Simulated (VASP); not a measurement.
Write the native input for VASP 6.6.1 that does the following.

```yaml
Task: single point
Functional: LDA
Potentials_or_basis: VASP PAW LDA potentials, release 64 (Sb_d_GW)
Cutoff: 500 eV
k_mesh: 6 × 6 × 6
Occupations: fermi-dirac, width 0.1 eV
Spin: no spin polarisation
Dipole_correction: no
Further_INCAR_settings: ALGO = Normal; EDIFF = 1e-06; NBANDS = 22
```

The structure of Sb lies in POSCAR:

```
Sb
1.0
    1.9550350971      1.1287400396      3.4936620633
   -1.9550350971      1.1287400396      3.4936620633
    0.0000000000     -2.2574800791      3.4936620633
Sb
2
Direct
    0.2499274548      0.2499274548      0.2499274548
    0.7500725452      0.7500725452      0.7500725452
```

These files were run (other wordings do the same):

INCAR

```
SYSTEM = Sb
PREC = Accurate
ENCUT = 500
EDIFF = 1E-6
ISMEAR = -1
SIGMA = 0.1
LREAL = .FALSE.
LASPH = .TRUE.
NELM = 120
ALGO = Normal
ISIF = 2
LWAVE = .FALSE.
LCHARG = .FALSE.
GGA = CA
NBANDS = 22
GGA_COMPAT = .FALSE.
```

KPOINTS

```
Automatic mesh
0
G
  6 6 6
  0 0 0
```

Potentials or basis: VASP PAW LDA potentials, release 64 (Sb_d_GW).

Run with:

```bash
$ cat potpaw_LDA.64/Sb_d_GW/POTCAR > POTCAR
$ mpirun -np 1 vasp_std > vasp.out
```

Results of the run:

```yaml
Pressure: 20.1 GPa
Band_gap_on_the_k_mesh: zero (bands 15 and 16 overlap by 1.68 eV)
```

Caveat: the cell stands under pressure; spin-orbit coupling is left out, which moves the levels of the heavy elements.

Run time: 30 s on 1 thread of Intel(R) Xeon(R) Platinum 8259CL CPU @ 2.50GHz (Skylake/Cascade Lake) (shared host), peak memory 0.17 GiB.
